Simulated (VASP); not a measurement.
Input of a VASP 6.6.1 run:

The input INCAR:

```
ALGO     = Normal         # electronic algorithm
EDIFF    = 1E-7           # SCF threshold, eV
EDIFFG   = -0.005         # ionic threshold
ENCUT    = 600            # plane-wave cutoff, eV
GGA      = PS             # functional
IBRION   = 2              # ionic algorithm
ISIF     = 3              # what is computed and relaxed
ISMEAR   = -1             # smearing method
LASPH    = T              # aspherical terms in the spheres
LCHARG   = F              # write CHGCAR
LREAL    = F              # projectors in reciprocal space
LWAVE    = F              # write WAVECAR
NELM     = 60             # most SCF steps
NSW      = 60             # ionic steps
PREC     = Accurate       # precision mode
SIGMA    = 0.05           # smearing width, eV
```

The input KPOINTS:

```
k-points
0
Gamma
  19 19 19
```

The input POSCAR:

```
Os
1.0
   -1.5144528880      1.5144528880      1.5144528880
    1.5144528880     -1.5144528880      1.5144528880
    1.5144528880      1.5144528880     -1.5144528880
Os
1
Direct
    0.0000000000      0.0000000000      0.0000000000
```

Potentials or basis: VASP PAW PBE potentials, release 64 (Os).

Command:

```console
$ cat potpaw_PBE.64/Os/POTCAR > POTCAR
$ mpirun -np 1 vasp_std > vasp.out
```

(1) Estimate the band gap on the k mesh.

(2) Estimate the relaxed cell.

(3) Predict the relaxed volume.

(4) What does it give for the space group after relaxing (to 0.05 Å)?

## Answers

(1) zero (band 4 reaches 11.44 eV, above the bottom of band 5 at 6.84 eV).

(2) a = 2.654 Å, b = 2.654 Å, c = 2.654 Å, α = 109.47°, β = 109.47°, γ = 109.47°.

(3) 14.38 Å³/atom.

(4) Im-3m (No. 229).

Caveat: the PAW data sets were made with another functional, which shifts forces and pressure a little; spin-orbit coupling is left out, which moves the levels of the heavy elements.
